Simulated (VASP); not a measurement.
# Ba (Im-3m) in VASP: a series of runs

The runs below take Ba through single point, with PBE.

Program: VASP 6.6.1. These are calculated values, not measurements. Logs are shortened: lines on timing, memory, paths and dates and some standing lists are left out, and cuts for length are marked.

### 1 The cell of the first run

It takes space group Im-3m (No. 229, cubic). The conventional cell has a = 5.021 Å, b = 5.021 Å, c = 5.021 Å, α = 90.00°, β = 90.00°, γ = 90.00°. Ba (site symmetry m-3m) has 14 Ba at 4.35 to 5.02 Å within 5.7 Å.

### 2 Single point, PBE

The input, INCAR:

```
SYSTEM = Ba
PREC = Accurate ; ENCUT = 520
EDIFF = 1E-6 ; ISMEAR = -1
SIGMA = 0.05 ; LREAL = .False.
LASPH = .True. ; NELM = 60
ALGO = Normal ; ISIF = 2
LWAVE = .False. ; LCHARG = .False.
GGA = PE ; NBANDS = 11
```

The input, KPOINTS:

```
Automatic mesh
0
Gamma
  14 14 14
  0 0 0
```

The input, POSCAR:

```
Ba
1.0
   -2.5104485042      2.5104485042      2.5104485042
    2.5104485042     -2.5104485042      2.5104485042
    2.5104485042      2.5104485042     -2.5104485042
Ba
1
Direct
    0.0000000000      0.0000000000      0.0000000000
```

Potentials or basis: VASP PAW PBE potentials, release 64 (Ba_sv).

Started as:

```
cat potpaw_PBE.64/Ba_sv/POTCAR > POTCAR
mpirun -np 1 vasp_std > vasp.out
```

OUTCAR:

```text
SYSTEM = Ba
   PREC = Accurate
   ENCUT = 520
   EDIFF = 1E-6
   ISMEAR = -1
   LREAL = .False.
   LASPH = .True.
   NELM = 60
   ISIF = 2
   GGA = PE

 ion  position               nearest neighbor table
   1  0.000  0.000  0.000-

  LATTYP: Found a body centered cubic cell.
 ALAT       =     5.0208970084

  Lattice vectors:

 A1 = (  -2.5104485042,   2.5104485042,   2.5104485042)
 A2 = (   2.5104485042,  -2.5104485042,   2.5104485042)
 A3 = (   2.5104485042,   2.5104485042,  -2.5104485042)

Analysis of symmetry for initial positions (statically):
=====================================================================
 Subroutine PRICEL returns:
 Original cell was already a primitive cell.

 Routine SETGRP: Setting up the symmetry group for a
 body centered cubic supercell.

 Subroutine GETGRP returns: Found 48 space group operations
 (whereof 48 operations were pure point group operations)
 out of a pool of 48 trial point group operations.

The static configuration has the point symmetry O_h .

Analysis of symmetry for dynamics (positions and initial velocities):
=====================================================================
 Subroutine PRICEL returns:
 Original cell was already a primitive cell.

 Routine SETGRP: Setting up the symmetry group for a
 body centered cubic supercell.

 Subroutine GETGRP returns: Found 48 space group operations
 (whereof 48 operations were pure point group operations)
 out of a pool of 48 trial point group operations.

The dynamic configuration has the point symmetry O_h .

 Subroutine INISYM returns: Found 48 space group operations
 (whereof 48 operations are pure point group operations),
 and found     1 'primitive' translations

----------------------------------------------------------------------------------------

                                     Primitive cell

  volume of cell :      63.2869

  direct lattice vectors                    reciprocal lattice vectors
    -2.510448504  2.510448504  2.510448504     0.000000000  0.199167599  0.199167599
     2.510448504 -2.510448504  2.510448504     0.199167599  0.000000000  0.199167599
     2.510448504  2.510448504 -2.510448504     0.199167599  0.199167599  0.000000000

  length of vectors
     4.348224359  4.348224359  4.348224359     0.281665519  0.281665519  0.281665519

  position of ions in fractional coordinates (direct lattice)
     0.000000000  0.000000000  0.000000000

  ion indices of the primitive-cell ions
   primitive index   ion index
                 1           1

----------------------------------------------------------------------------------------

 KPOINTS: Automatic mesh

Automatic generation of k-mesh.
 Grid dimensions read from file:
 generate k-points for:   14   14   14

 Generating k-lattice:

  Cartesian coordinates                     Fractional coordinates (reciprocal lattice)
     0.000000000  0.014226257  0.014226257     0.071428571  0.000000000  0.000000000
     0.014226257  0.000000000  0.014226257     0.000000000  0.071428571  0.000000000
     0.014226257  0.014226257  0.000000000     0.000000000  0.000000000  0.071428571

  Length of vectors
     0.020118966  0.020118966  0.020118966

  Shift w.r.t. Gamma in fractional coordinates (k-lattice)
     0.000000000  0.000000000  0.000000000

 Subroutine IBZKPT returns following result:
 ===========================================

 Found    104 irreducible k-points:

 Following reciprocal coordinates:
            Coordinates               Weight
  0.000000  0.000000  0.000000      1.000000
  0.071429  0.000000  0.000000     12.000000
  0.142857  0.000000  0.000000     12.000000
  0.214286  0.000000  0.000000     12.000000
  0.285714  0.000000  0.000000     12.000000
  0.357143  0.000000  0.000000     12.000000
[... 16 lines left out ...]
  0.285714  0.285714  0.000000     24.000000
  0.357143  0.285714  0.000000     24.000000
 [... further k-points ...]
   k-points           NKPTS =    104   k-points in BZ     NKDIM =    104   number of bands    NBANDS=     11
   number of dos      NEDOS =    301   number of ions     NIONS =      1
   total plane-waves  NPLWV =  32768
   dimension x,y,z NGX =    32 NGY =   32 NGZ =   32
   dimension x,y,z NGXF=    64 NGYF=   64 NGZF=   64
   ions per type =               1
   NGX,Y,Z   is equivalent  to a cutoff of  12.23, 12.23, 12.23 a.u.
   NGXF,Y,Z  is equivalent  to a cutoff of  24.47, 24.47, 24.47 a.u.
 SYSTEM =  Ba
   PREC   = accura    normal or accurate (medium, high low for compatibility)
   ISTART =      0    job   : 0-new  1-cont  2-samecut
   ICHARG =      2    charge: 1-file 2-atom 10-const
   ISPIN  =      1    spin polarized calculation?
   LNONCOLLINEAR =      F non collinear calculations
   LSORBIT =      F    spin-orbit coupling
   LASPH  =      T    aspherical Exc in radial PAW
   ENCUT  =  520.0 eV  38.22 Ry    6.18 a.u.   8.08  8.08  8.08*2*pi/ulx,y,z
   NELM   =     60;   NELMIN=  2; NELMDL= -5     # of ELM steps
   EDIFF  = 0.1E-05   stopping-criterion for ELM
   LREAL  =      F    real-space projection
   EDIFFG = 0.1E-04   stopping-criterion for IOM
   NSW    =      0    number of steps for IOM
   IBRION =     -1    ionic relax: 0-MD 1-quasi-New 2-CG
   NFREE  =      0    steps in history (QN), initial steepest desc. (CG)
   ISIF   =      2    stress and relaxation
   ISYM   =      2    0-nonsym 1-usesym 2-fastsym
   POTIM  = 0.5000    time-step for ionic-motion
   TEBEG  =    0.0;   TEEND  =   0.0 temperature during run
   PSTRESS=    0.0 pullay stress
   NELECT =      10.0000    total number of electrons
   NUPDOWN=      -1.0000    fix difference up-down
   EMIN   =  10.00;   EMAX   =-10.00  energy-range for DOS
   EFERMI =   0.00;   METHOD = LEGACY
   ISMEAR =    -1;   SIGMA  =   0.05  broadening in eV -4-tet -1-fermi 0-gaus
   EFERMI_NEDOS =   21; number of points for ismear=-14 and -15
   IALGO  =     38    algorithm
   IMIX   =      4    mixing-type and parameters
     AMIX     =   0.40;   BMIX     =  1.00
     AMIX_MAG =   1.60;   BMIX_MAG =  1.00
  volume/ion in A,a.u.               =      63.29       427.08
  Fermi-wavevector in a.u.,A,eV,Ry     =   0.885055  1.672511 10.657744  0.783322
  Thomas-Fermi vector in A             =   2.006037
   LORBIT       =      0    0 simple, 1 ext, 2 COOP (PROOUT), +10 PAW based schemes
   GGA     = PE    functional components
   LHFCALC =     F    Hartree Fock is set to
   AEXX    =    0.0000 exact exchange contribution
   IVDW    =     0    specifies the selected vdW correction
   LEPSILON=     F    determine dielectric tensor
   LRPA    =     F    only Hartree local field effects (RPA)
 non-spin polarized calculation
  energy-cutoff  :      520.00
  volume of cell :       63.29
 maximum number of plane-waves:      1723
   NGX = 17   NGY = 17   NGZ = 17

 number of electron      10.0000000 magnetization

 Free energy of the ion-electron system (eV)
  ---------------------------------------------------
  ext. energy  EPLUGINS =         0.00000000
  ---------------------------------------------------
  free energy    TOTEN  =        -1.91310946 eV

  energy without entropy =       -1.90307977  energy(sigma->0) =       -1.90809461

 E-fermi :   1.6227     XC(G=0):  -7.3944

 val. band max:        1.5957475496   @ k =   0.2143   0.2143   0.1429
 cond. band min:       1.6276518033   @ k =   0.5000   0.5000   0.2857
 fundamental gap:      0.0319042537
 Fermi energy:         1.6226943325

 k-point     1 :       0.0000    0.0000    0.0000
  band No.  band energies     occupation
      1     -27.2607      2.00000
      2     -12.2128      2.00000
      3     -12.2128      2.00000
      4     -12.2128      2.00000
      5      -1.1169      2.00000
      6       3.4567      0.00000
      7       3.4567      0.00000
      8       3.4567      0.00000
      9       4.8521      0.00000
     10       4.8521      0.00000
     11       8.5531      0.00000

 k-point     2 :       0.0714    0.0000    0.0000
  band No.  band energies     occupation
      1     -27.2586      2.00000
      2     -12.2369      2.00000
      3     -12.2202      2.00000
      4     -12.2129      2.00000
      5      -1.0214      2.00000
      6       3.3773      0.00000
      7       3.4169      0.00000
      8       3.5536      0.00000
      9       4.7173      0.00000
     10       4.8453      0.00000
     11       8.6636      0.00000

 k-point     3 :       0.1429    0.0000    0.0000
  band No.  band energies     occupation
      1     -27.2528      2.00000
      2     -12.3034      2.00000
      3     -12.2408      2.00000
      4     -12.2133      2.00000
      5      -0.7485      2.00000
      6       3.1750      0.00000
      7       3.2452      0.00000
      8       3.8408      0.00000
      9       4.5384      0.00000
     10       4.8412      0.00000
     11       8.9206      0.00000

 k-point     4 :       0.2143    0.0000    0.0000
  band No.  band energies     occupation
      1     -27.2443      2.00000
      2     -12.3970      2.00000
      3     -12.2704      2.00000
      4     -12.2139      2.00000
      5      -0.3409      2.00000
      6       2.9224      0.00000
      7       2.9397      0.00000
      8       4.3072      0.00000
      9       4.5483      0.00000
     10       4.8728      0.00000
     11       9.0141      0.00000
[... 239 lines left out ...]
 k-point    22 :       0.3571    0.2143    0.0000
  band No.  band energies     occupation
      1     -27.2150      2.00000
      2     -12.6019      2.00000
      3     -12.4292      2.00000
      4     -12.2613      2.00000
      5       1.3142      1.99582
      6       2.2234      0.00001
      7       2.4401      0.00000
      8       4.7348      0.00000
      9       5.3662      0.00000
     10       6.9035      0.00000
     11       7.3380      0.00000

 k-point    23 :       0.2857    0.2857    0.0000
  band No.  band energies     occupation
      1     -27.2146      2.00000
      2     -12.5771      2.00000
      3     -12.4563      2.00000
      4     -12.2668      2.00000
      5       1.5087      1.81448
      6       2.0733      0.00024
      7       2.3904      0.00000
      8       4.8689      0.00000
      9       5.2175      0.00000
     10       6.7476      0.00000
     11       7.4460      0.00000

 k-point    24 :       0.3571    0.2857    0.0000
  band No.  band energies     occupation
      1     -27.2132      2.00000
      2     -12.5597      2.00000
      3     -12.4901      2.00000
      4     -12.2692      2.00000
      5       1.6429      0.80043
      6       2.1474      0.00006
      7       2.2456      0.00001
      8       4.9676      0.00000
      9       5.2588      0.00000
     10       6.4112      0.00000
     11       7.8512      0.00000

 [... further k-points ...]

------------------------ aborting loop because EDIFF is reached ----------------------------------------

  FORCE on cell =-STRESS in cart. coord.  units (eV):
  Direction    XX          YY          ZZ          XY          YZ          ZX
  --------------------------------------------------------------------------------------
  -------------------------------------------------------------------------------------
  Total        0.0195881      0.0195881      0.0195881     -0.0000000     -0.0000000     -0.0000000
  in kB        0.4958939      0.4958939      0.4958939     -0.0000000     -0.0000000     -0.0000000
  external PRESSURE =       0.4958939 kB  Pullay stress =       0.0000000 kB

 VOLUME and BASIS-vectors are now :
 -----------------------------------------------------------------------------
  energy-cutoff  :      520.00
  volume of cell :       63.29
      direct lattice vectors                 reciprocal lattice vectors
    -2.510448504  2.510448504  2.510448504     0.000000000  0.199167599  0.199167599
     2.510448504 -2.510448504  2.510448504     0.199167599  0.000000000  0.199167599
     2.510448504  2.510448504 -2.510448504     0.199167599  0.199167599  0.000000000

 POSITION                                       TOTAL-FORCE (eV/Angst)
 -----------------------------------------------------------------------------------
      0.00000      0.00000      0.00000         0.000000      0.000000      0.000000
 -----------------------------------------------------------------------------------
    total drift:                                0.000000     -0.000000     -0.000000

  FREE ENERGIE OF THE ION-ELECTRON SYSTEM (eV)
  ---------------------------------------------------
  free  energy   TOTEN  =        -1.9131094558 eV

  energy  without entropy=       -1.9030797696  energy(sigma->0) =       -1.90809461
```

Wall time 23 s (1 thread of Intel Xeon Platinum 8488C (Sapphire Rapids), shared host); peak memory 0.21 GiB.

Results:

```
Free energy            : -1.9131 eV
Pressure               : 0.0 GPa
Band gap on the k mesh : zero (band 5 reaches 2.05 eV, above the bottom of band 6 at 1.09 eV)
```

Caveat: spin-orbit coupling is left out, which moves the levels of the heavy elements.

### 3 Single point, PBE

The input, INCAR:

```
ALGO = Normal ; EDIFF = 1E-6
ENCUT = 520 ; GGA = PE
ISIF = 2 ; ISMEAR = -1
LASPH = T ; LCHARG = F
LREAL = F ; LWAVE = F
NBANDS = 11 ; NELM = 60
PREC = Accurate ; SIGMA = 0.05
```

The input, KPOINTS:

```
k-points
0
Gamma
  14 14 14
```

POSCAR is that of step 2.

Potentials or basis: VASP PAW PBE potentials, release 64 (Ba_sv).

Started as:

```
cat potpaw_PBE.64/Ba_sv/POTCAR > POTCAR
mpirun -np 1 vasp_std > vasp.out
```

Wall time 21 s (1 thread of Intel Xeon Platinum 8488C (Sapphire Rapids), shared host); peak memory 0.21 GiB.

The run converged. Its results:

- Free energy: -1.9131 eV
- Pressure: 0.0 GPa
- Band gap on the k mesh: zero (band 5 reaches 2.05 eV, above the bottom of band 6 at 1.09 eV)

Levels at points of the mesh, in eV from the Fermi level:
| k point | band 2 | band 3 | band 4 | band 5 | band 6 | band 7 | band 8 | band 9 |
| --- | --- | --- | --- | --- | --- | --- | --- | --- |
| (0.00, 0.00, 0.00) | -13.84 | -13.84 | -13.84 | -2.74 | 1.83 | 1.83 | 1.83 | 3.23 |
| (0.50, 0.00, 0.00) | -14.29 | -13.98 | -13.84 | -0.88 | 0.70 | 1.24 | 3.20 | 3.77 |
| (0.50, 0.50, 0.50) | -14.15 | -14.15 | -14.15 | -0.53 | -0.53 | 4.35 | 4.35 | 4.35 |

Caveat: spin-orbit coupling is left out, which moves the levels of the heavy elements.
